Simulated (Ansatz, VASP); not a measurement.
# TiSi3 in VASP and in Ansatz

```xyz
8
Lattice="-3.8038 3.8038 0.0000 -3.8038 0.0000 3.8038 0.0000 3.8038 3.8038" Properties=species:S:1:pos:R:3 pbc="T T T"
Si    0.0000    0.0000    0.0000
Si   -1.9019    1.9019    0.0000
Si   -1.9019    0.0000    1.9019
Si   -1.9019    3.8038    1.9019
Si   -1.9019    1.9019    3.8038
Si   -3.8038    3.8038    3.8038
Ti    0.0000    1.9019    1.9019
Ti   -3.8038    1.9019    1.9019
```

Alike in both runs: functional r2SCAN; k mesh 8 × 8 × 8; occupations gaussian, width 0.1 eV; no spin polarisation.

Ansatz relaxed the structure, and its values are those at the end. VASP's run is a single point on that final structure, the one shown.

|  | VASP | Ansatz |
| --- | --- | --- |
| version | VASP 6.6.1 | Ansatz 0.2.0 |
| potentials or method | VASP PAW PBE potentials, release 64 (Si, Ti_sv), cutoff 520 eV | scalar-relativistic, plane waves, PAW |
| valence electrons in the cell | 48 | 48 |

|  | VASP | Ansatz | Ansatz less VASP |
| --- | --- | --- | --- |
| gap on the k mesh at the Fermi level (eV) | none | none | - |
| pressure (GPa) | 0.2 | 0.0 | -0.27 |

VASP's potentials were made for PBE, not for r2SCAN. A gap of «none» marks a metal or a gap that the smearing closes.
